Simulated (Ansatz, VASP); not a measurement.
**ZrB2: VASP beside Ansatz**

```
Zr B
1.0
     3.17164    0.00000    0.00000
    -1.58582    2.74672    0.00000
     0.00000    0.00000    3.54075
Zr B
1 2
Direct
  0.00000 0.00000 0.00000
  0.33333 0.66667 0.50000
  0.66667 0.33333 0.50000
```

Alike in both runs: functional PBE; k mesh 18 × 18 × 14; occupations gaussian, width 0.1 eV; no spin polarisation.

Ansatz relaxed the structure, and its values are those at the end. VASP's run is a single point on that final structure, the one shown.

|  | VASP | Ansatz |
| --- | --- | --- |
| version | VASP 6.6.1 | Ansatz 0.2.0 |
| potentials or method | VASP PAW PBE potentials, release 64 (Zr_sv, B), cutoff 520 eV | scalar-relativistic, plane waves, PAW |
| valence electrons in the cell | 18 | 18 |

```csv
,VASP,Ansatz,Ansatz less VASP
gap on the k mesh at the Fermi level (eV),none,none,-
pressure (GPa),0.2,0.0,-0.14
```

A gap of «none» marks a metal or a gap that the smearing closes. The functional is the same, so the differences come from potentials, cutoffs and numerics.
